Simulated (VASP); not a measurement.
Input of a VASP 6.6.1 run:

Contents of INCAR:

```
PREC = Accurate
ENCUT = 520
EDIFF = 1E-7
ISMEAR = 0
SIGMA = 0.1
LREAL = False
LASPH = True
NELM = 150
ALGO = Normal
ISIF = 2
LWAVE = False
LCHARG = False
ISPIN = 2
MAGMOM = 0 1
LORBIT = 11
GGA = PE
NBANDS = 15
```

File KPOINTS:

```
regular mesh
0
Gamma
  6 6 6
```

Contents of POSCAR:

```
SiC
1.0
    2.6378440910      0.0000000000      0.0000000000
    0.0000000000      2.6378440910      0.0000000000
    0.0000000000      0.0000000000      2.6378440910
Si C
1 1
Direct
    0.5000000000      0.5000000000      0.5000000000
    0.0000000000      0.0000000000      0.0000000000
```

Potentials or basis: VASP PAW PBE potentials, release 64 (Si, C).

Run with:

```console
$ cat potpaw_PBE.64/Si/POTCAR potpaw_PBE.64/C/POTCAR > POTCAR
$ mpirun -np 1 vasp_std > vasp.out
```

Q: Estimate the band gap on the k mesh.

A: Zero (filled and empty bands overlap).

Q: What does it give for the net moment?

A: 0.00 μB per cell.

Caveat: the k points lie up to 0.40 Å⁻¹ apart.
